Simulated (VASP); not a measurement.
# GaN (F-43m) in VASP: further runs

Aim: see how the results for GaN move with the level of theory and the settings. Levels: BLYP+D3(BJ), HF. Tasks: single point, relaxation of cell and atoms.

Program: VASP 6.6.1. These are calculated values, not measurements. Logs are shortened: lines on timing, memory, paths and dates and some standing lists are left out, and cuts for length are marked.

**1. The cell of the first run**

Symmetry: F-43m, No. 216, cubic system. Conventional cell: a = 4.527 Å, b = 4.527 Å, c = 4.527 Å, α = 90.00°, β = 90.00°, γ = 90.00°. Ga (site symmetry -43m) has 4 N at 1.96 Å within 2.6 Å. Within 2.6 Å of N (site symmetry -43m) lie 4 Ga at 1.96 Å.

**2. Single point, BLYP+D3(BJ)**

INCAR reads:

```
SYSTEM = GaN
  PREC = Accurate
  ENCUT = 1330
  EDIFF = 1E-6
  ISMEAR = -1
  SIGMA = 0.05
  LREAL = .FALSE.
  LASPH = .TRUE.
  NELM = 120
  ALGO = Normal
  ISIF = 2
  LWAVE = .FALSE.
  LCHARG = .FALSE.
  GGA = B5
  ALDAX = 1.0
  AGGAX = 1.0
  AGGAC = 1.0
  ALDAC = 0.0
  IVDW = 12
  VDW_S6 = 1.0
  VDW_S8 = 2.6996
  VDW_A1 = 0.4298
  VDW_A2 = 4.2359
  NBANDS = 16
  GGA_COMPAT = .FALSE.
```

KPOINTS reads:

```
Automatic mesh
0
G
  10 10 10
  0 0 0
```

POSCAR reads:

```
GaN
1.0
    0.0000000000      2.2634838166      2.2634838166
    2.2634838166      0.0000000000      2.2634838166
    2.2634838166      2.2634838166      0.0000000000
Ga N
1 1
Direct
    0.0000000000      0.0000000000      0.0000000000
    0.2500000000      0.2500000000      0.2500000000
```

Potentials or basis: VASP PAW PBE potentials, release 64 (Ga_d, N_h).

Launch:

```sh
$ cat potpaw_PBE.64/Ga_d/POTCAR potpaw_PBE.64/N_h/POTCAR > POTCAR
$ mpirun -np 1 vasp_std > vasp.out
```

OUTCAR:

```text
SYSTEM = GaN
   PREC = Accurate
   ENCUT = 1330
   EDIFF = 1E-6
   ISMEAR = -1
   LREAL = .FALSE.
   LASPH = .TRUE.
   NELM = 120
   ISIF = 2
   GGA = B5
   IVDW = 12
 IVDW          = 12

 ion  position               nearest neighbor table
   1  0.000  0.000  0.000-   2 1.96   2 1.96   2 1.96   2 1.96
   2  0.250  0.250  0.250-   1 1.96   1 1.96   1 1.96   1 1.96

  LATTYP: Found a face centered cubic cell.
 ALAT       =     4.5269676332

  Lattice vectors:

 A1 = (   0.0000000000,   2.2634838166,   2.2634838166)
 A2 = (   2.2634838166,   0.0000000000,   2.2634838166)
 A3 = (   2.2634838166,   2.2634838166,   0.0000000000)

Analysis of symmetry for initial positions (statically):
=====================================================================
 Subroutine PRICEL returns:
 Original cell was already a primitive cell.

 Routine SETGRP: Setting up the symmetry group for a
 face centered cubic supercell.

 Subroutine GETGRP returns: Found 24 space group operations
 (whereof 24 operations were pure point group operations)
 out of a pool of 48 trial point group operations.

The static configuration has the point symmetry T_d .

Analysis of symmetry for dynamics (positions and initial velocities):
=====================================================================
 Subroutine PRICEL returns:
 Original cell was already a primitive cell.

 Routine SETGRP: Setting up the symmetry group for a
 face centered cubic supercell.

 Subroutine GETGRP returns: Found 24 space group operations
 (whereof 24 operations were pure point group operations)
 out of a pool of 48 trial point group operations.

The dynamic configuration has the point symmetry T_d .

 Subroutine INISYM returns: Found 24 space group operations
 (whereof 24 operations are pure point group operations),
 and found     1 'primitive' translations

----------------------------------------------------------------------------------------

                                     Primitive cell

  volume of cell :      23.1933

  direct lattice vectors                    reciprocal lattice vectors
     0.000000000  2.263483817  2.263483817    -0.220898421  0.220898421  0.220898421
     2.263483817  0.000000000  2.263483817     0.220898421 -0.220898421  0.220898421
     2.263483817  2.263483817  0.000000000     0.220898421  0.220898421 -0.220898421

  length of vectors
     3.201049512  3.201049512  3.201049512     0.382607288  0.382607288  0.382607288

  position of ions in fractional coordinates (direct lattice)
     0.000000000  0.000000000  0.000000000
     0.250000000  0.250000000  0.250000000

[... 77 lines left out ...]
   LREAL  =      F    real-space projection
   EDIFFG = 0.1E-04   stopping-criterion for IOM
   NSW    =      0    number of steps for IOM
   IBRION =     -1    ionic relax: 0-MD 1-quasi-New 2-CG
   NFREE  =      0    steps in history (QN), initial steepest desc. (CG)
   ISIF   =      2    stress and relaxation
   ISYM   =      2    0-nonsym 1-usesym 2-fastsym
   POTIM  = 0.5000    time-step for ionic-motion
   TEBEG  =    0.0;   TEEND  =   0.0 temperature during run
   PSTRESS=    0.0 pullay stress
   NELECT =      18.0000    total number of electrons
   NUPDOWN=      -1.0000    fix difference up-down
   EMIN   =  10.00;   EMAX   =-10.00  energy-range for DOS
   EFERMI =   0.00;   METHOD = LEGACY
   ISMEAR =    -1;   SIGMA  =   0.05  broadening in eV -4-tet -1-fermi 0-gaus
   EFERMI_NEDOS =   21; number of points for ismear=-14 and -15
   IALGO  =     38    algorithm
   IMIX   =      4    mixing-type and parameters
     AMIX     =   0.40;   BMIX     =  1.00
     AMIX_MAG =   1.60;   BMIX_MAG =  1.00
  volume/ion in A,a.u.               =      11.60        78.26
  Fermi-wavevector in a.u.,A,eV,Ry     =   1.504452  2.843002 30.795089  2.263375
  Thomas-Fermi vector in A             =   2.615430
   LORBIT       =      0    0 simple, 1 ext, 2 COOP (PROOUT), +10 PAW based schemes
   GGA     = B5    functional components
   LHFCALC =     F    Hartree Fock is set to
   AEXX    =    0.0000 exact exchange contribution
   IVDW    =    12    specifies the selected vdW correction
   LEPSILON=     F    determine dielectric tensor
   LRPA    =     F    only Hartree local field effects (RPA)
 non-spin polarized calculation
  energy-cutoff  :     1330.00
  volume of cell :       23.19
 maximum number of plane-waves:      2637
 NGX is ok and might be reduce to    40
   NGX = 19   NGY = 19   NGZ = 19

 number of electron      18.0000000 magnetization

 Free energy of the ion-electron system (eV)
  ---------------------------------------------------
  ext. energy  EPLUGINS =         0.00000000
  ---------------------------------------------------
  free energy    TOTEN  =       -10.99714294 eV

  energy without entropy =      -10.99714294  energy(sigma->0) =      -10.99714294

 E-fermi :   6.7489     XC(G=0): -11.0483

 val. band max:        5.8305161111   @ k =   0.0000   0.0000   0.0000
 cond. band min:       7.5571100701   @ k =   0.0000   0.0000   0.0000
 fundamental gap:      1.7265939590
 Fermi energy:         6.7488665108

 k-point     1 :       0.0000    0.0000    0.0000
  band No.  band energies     occupation
      1      -9.9066      2.00000
      2      -7.7050      2.00000
      3      -7.7050      2.00000
      4      -7.7050      2.00000
      5      -7.4036      2.00000
      6      -7.4036      2.00000
[... 433 lines left out ...]
      3      -7.4920      2.00000
      4      -7.4920      2.00000
      5      -7.3458      2.00000
      6      -6.3875      2.00000
[... 8 lines left out ...]
     15      28.1181      0.00000
     16      28.2411      0.00000

 [... further k-points ...]

------------------------ aborting loop because EDIFF is reached ----------------------------------------

 Edisp (eV)   -1.10483

 E8    (eV) :    -0.7844

  FORCE on cell =-STRESS in cart. coord.  units (eV):
  Direction    XX          YY          ZZ          XY          YZ          ZX
  --------------------------------------------------------------------------------------
  -------------------------------------------------------------------------------------
  Total       0.23224     0.23224     0.23224     0.00000    -0.00000     0.00000
  in kB      16.04316    16.04316    16.04316     0.00000    -0.00000     0.00000
  external pressure =       16.04 kB  Pullay stress =        0.00 kB

 VOLUME and BASIS-vectors are now :
 -----------------------------------------------------------------------------
  energy-cutoff  :     1330.00
  volume of cell :       23.19
      direct lattice vectors                 reciprocal lattice vectors
     0.000000000  2.263483817  2.263483817    -0.220898421  0.220898421  0.220898421
     2.263483817  0.000000000  2.263483817     0.220898421 -0.220898421  0.220898421
     2.263483817  2.263483817  0.000000000     0.220898421  0.220898421 -0.220898421

 POSITION                                       TOTAL-FORCE (eV/Angst)
 -----------------------------------------------------------------------------------
      0.00000      0.00000      0.00000         0.000000      0.000000     -0.000000
      1.13174      1.13174      1.13174        -0.000000     -0.000000      0.000000
 -----------------------------------------------------------------------------------
    total drift:                               -0.000000     -0.000000     -0.000000

  FREE ENERGIE OF THE ION-ELECTRON SYSTEM (eV)
  ---------------------------------------------------
  free  energy   TOTEN  =       -12.1019716124 eV

  energy  without entropy=      -12.1019716122  energy(sigma->0) =      -12.10197161
```

OSZICAR:

```text
N       E                     dE             d eps       ncg     rms          rms(c)
DAV:   1     0.135807584129E+03    0.13581E+03   -0.15105E+04  1664   0.345E+03
DAV:   2     0.132363065687E+01   -0.13448E+03   -0.12223E+03  1696   0.509E+02
DAV:   3    -0.130975987937E+02   -0.14421E+02   -0.14196E+02  1704   0.108E+02
DAV:   4    -0.133959005293E+02   -0.29830E+00   -0.29801E+00  1912   0.161E+01
DAV:   5    -0.133998705711E+02   -0.39700E-02   -0.39700E-02  1824   0.173E+00    0.854E+00
DAV:   6    -0.110064421870E+02    0.23934E+01   -0.63437E+00  2248   0.435E+01    0.219E+00
DAV:   7    -0.110069435663E+02   -0.50138E-03   -0.34361E-01  1616   0.749E+00    0.137E+00
DAV:   8    -0.110007687996E+02    0.61748E-02   -0.74363E-02  1816   0.364E+00    0.477E-01
DAV:   9    -0.109969307374E+02    0.38381E-02   -0.12178E-02  2336   0.255E+00    0.753E-02
DAV:  10    -0.109971671693E+02   -0.23643E-03   -0.10444E-03  1744   0.420E-01    0.349E-02
DAV:  11    -0.109971424408E+02    0.24729E-04   -0.12796E-04  2440   0.219E-01    0.659E-03
DAV:  12    -0.109971430685E+02   -0.62764E-06   -0.14501E-05  1792   0.552E-02    0.356E-03
DAV:  13    -0.109971429363E+02    0.13215E-06   -0.10639E-06  1544   0.909E-03
   1 F= -.12101972E+02 E0= -.12101972E+02  d E =-.295185E-09
```

stdout:

```text
POSCAR found type information on POSCAR GaN
 POSCAR found :  2 types and       2 ions
 scaLAPACK will be used
 -----------------------------------------------------------------------------
|                                                                             |
|                                                                             |
|     You enforced a specific xc type in the INCAR file but a different       |
|     I HOPE YOU KNOW WHAT YOU ARE DOING!                                     |
|                                                                             |
 -----------------------------------------------------------------------------

 LDA part: xc-table for (Slater(with rela. corr.)+VWN5), standard interpolation
 POSCAR, INCAR and KPOINTS ok, starting setup
 FFT: planning ... GRIDC
 FFT: planning ... GRID_SOFT
 FFT: planning ... GRID
 WAVECAR not read
 entering main loop
```

Run time: 71 s. Hardware: 1 thread of AMD EPYC 9R45 (Zen 5), shared host; peak memory 0.26 GiB.

Results:

| Property | Result |
| --- | --- |
| Free energy | -12.1020 eV |
| Pressure | 1.6 GPa |
| Band gap on the k mesh | 1.73 eV |
| Dispersion energy per atom | -0.552 eV |

Caveat: the PAW data sets were made with another functional, which shifts forces and pressure a little.

**3. Single point, HF**

This run uses another cell than the first one, of 11.41 Å³/atom.

POSCAR reads:

```
GaN
1.0
    0.0000000000      2.2512410018      2.2512410018
    2.2512410018      0.0000000000      2.2512410018
    2.2512410018      2.2512410018      0.0000000000
Ga N
1 1
Direct
    0.0000000000      0.0000000000      0.0000000000
    0.2500000000      0.2500000000      0.2500000000
```

INCAR.step1 reads:

```
  PREC = Accurate
  ENCUT = 520
  EDIFF = 1E-5
  ISMEAR = -1
  SIGMA = 0.05
  LREAL = F
  LASPH = T
  NELM = 60
  ALGO = Normal
  ISIF = 2
  LWAVE = T
  LCHARG = F
  GGA = PE
  NBANDS = 16
```

INCAR.step2 reads:

```
  PREC = Accurate
  ENCUT = 520
  EDIFF = 1E-7
  ISMEAR = -1
  SIGMA = 0.05
  LREAL = F
  LASPH = T
  NELM = 60
  ALGO = Normal
  ISIF = 2
  LWAVE = F
  LCHARG = F
  GGA = PE
  LHFCALC = T
  AEXX = 1.0
  ALDAC = 0.0
  AGGAC = 0.0
  PRECFOCK = Normal
  ISTART = 1
  NBANDS = 16
```

KPOINTS reads:

```
Automatic mesh
0
Gamma
  5 5 5
```

Potentials or basis: VASP PAW PBE potentials, release 64 (Ga_d, N).

Launch:

```sh
$ cat potpaw_PBE.64/Ga_d/POTCAR potpaw_PBE.64/N/POTCAR > POTCAR
$ cp INCAR.step1 INCAR
$ mpirun -np 1 vasp_std > vasp.out
$ cp INCAR.step2 INCAR
$ mpirun -np 1 vasp_std > vasp.out
```

It took 20 min on 1 thread of AMD EPYC 9755, shared host; peak memory 0.12 GiB.

The run converged. Its results:

```
Free energy            : -23.9906 eV
Pressure               : 0.9 GPa
Band gap on the k mesh : 10.68 eV
```

Levels at points of the mesh, in eV from the valence-band top:
| k point | band 7 | band 8 | band 9 | band 10 | band 11 | band 12 |
| --- | --- | --- | --- | --- | --- | --- |
| (0.00, 0.00, 0.00) | 0.00 | 0.00 | 0.00 | 10.68 | 20.35 | 20.35 |

Caveat: the k points lie up to 0.48 Å⁻¹ apart; the PAW data sets were made with another functional, which shifts forces and pressure a little.

**4. Relaxation of cell and atoms, HF**

This run uses another cell than the first one, of 11.44 Å³/atom.

POSCAR reads:

```
GaN
1.0
    0.0000000000      2.2535006075      2.2535006075
    2.2535006075      0.0000000000      2.2535006075
    2.2535006075      2.2535006075      0.0000000000
Ga N
1 1
Direct
    0.0000000000      0.0000000000      0.0000000000
    0.2500000000      0.2500000000      0.2500000000
```

INCAR.step1 reads:

```
  ALGO = Normal
  EDIFF = 1E-5
  ENCUT = 600
  GGA = PE
  ISMEAR = -1
  LASPH = True
  LCHARG = False
  LREAL = False
  LWAVE = True
  NBANDS = 16
  NELM = 80
  PREC = Accurate
  SIGMA = 0.05
```

INCAR.step2 reads:

```
  AEXX = 1.0
  AGGAC = 0.0
  ALDAC = 0.0
  ALGO = Normal
  EDIFF = 1E-6
  EDIFFG = -0.01
  ENCUT = 600
  GGA = PE
  IBRION = 2
  ISIF = 3
  ISMEAR = -1
  ISTART = 1
  LASPH = True
  LCHARG = False
  LHFCALC = True
  LREAL = False
  LWAVE = False
  NELM = 80
  NSW = 60
  PREC = Accurate
  PRECFOCK = Normal
  SIGMA = 0.05
```

KPOINTS reads:

```
k-points
0
Gamma
  5 5 5
```

Launch:

```sh
$ cat potpaw_PBE.64/Ga_d/POTCAR potpaw_PBE.64/N/POTCAR > POTCAR
$ cp INCAR.step1 INCAR
$ mpirun -np 1 vasp_std > vasp.out
$ cp INCAR.step2 INCAR
$ mpirun -np 1 vasp_std > vasp.out
```

It took 50 min on 1 thread of AMD EPYC 9755, shared host; peak memory 0.15 GiB.

Results (log left out):

- Free energy: -23.9912 eV
- Relaxed volume: 11.46 Å³/atom
- Relaxed cell: a = 3.189 Å, b = 3.189 Å, c = 3.189 Å, α = 60.00°, β = 60.00°, γ = 60.00°
- Space group after relaxing (to 0.1 Å): F-43m (No. 216)
- Energy gained by relaxing: 0.0 meV/atom
- Ionic steps: 4
- Pressure after relaxing: 0.0 GPa
- Band gap on the k mesh: 10.63 eV

Final structure:
```cif
data_structure
_symmetry_space_group_name_H-M 'P 1'
_symmetry_Int_Tables_number 1
_cell_length_a 3.1888
_cell_length_b 3.1888
_cell_length_c 3.1888
_cell_angle_alpha 60.000
_cell_angle_beta 60.000
_cell_angle_gamma 60.000
_cell_volume 22.93
loop_
_atom_site_label
_atom_site_type_symbol
_atom_site_fract_x
_atom_site_fract_y
_atom_site_fract_z
_atom_site_occupancy
Ga1 Ga 0.00000 0.00000 0.00000 1
N1 N 0.25000 0.25000 0.25000 1
```

Levels at points of the mesh, in eV from the valence-band top:
```tsv
k point	band 5	band 6	band 7	band 8	band 9	band 10	band 11	band 12	band 13
(0.00, 0.00, 0.00)	-21.62	-21.62	0.00	0.00	0.00	10.63	20.31	20.31	20.31
```

Caveat: the k points lie up to 0.48 Å⁻¹ apart in the final cell; the PAW data sets were made with another functional, which shifts forces and pressure a little.

**5. The runs side by side**

| task | level | potentials or basis | cell | k mesh | cutoff (eV) | grid for exact exchange (PRECFOCK) | share of exact exchange | gap on the mesh (eV) | pressure (GPa) |
| --- | --- | --- | --- | --- | --- | --- | --- | --- | --- |
| single point | BLYP+D3(BJ) | VASP PAW PBE potentials, release 64 (Ga_d, N_h) | a = 3.201 Å, angles 60.0°, 2 atoms | 10 × 10 × 10 | 1330 | - | - | 1.73 | 1.6 |
| single point | HF | VASP PAW PBE potentials, release 64 (Ga_d, N) | a = 3.184 Å, angles 60.0°, 2 atoms | 5 × 5 × 5 | 520 | Normal | 1 | 10.68 | 0.9 |
| relaxation of cell and atoms | HF | VASP PAW PBE potentials, release 64 (Ga_d, N) | relaxed from a = 3.187 Å, angles 60.0°, 2 atoms | 5 × 5 × 5 | 600 | Normal | 1 | 10.63 | 0.0 |

Alike in all rows: no spin polarisation; smearing fermi-dirac 0.05 eV.

Caveats: some runs use coarse meshes; the PAW data sets were made with another functional, which shifts forces and pressure a little.

Absolute energies hang on the potentials; compare differences alone.
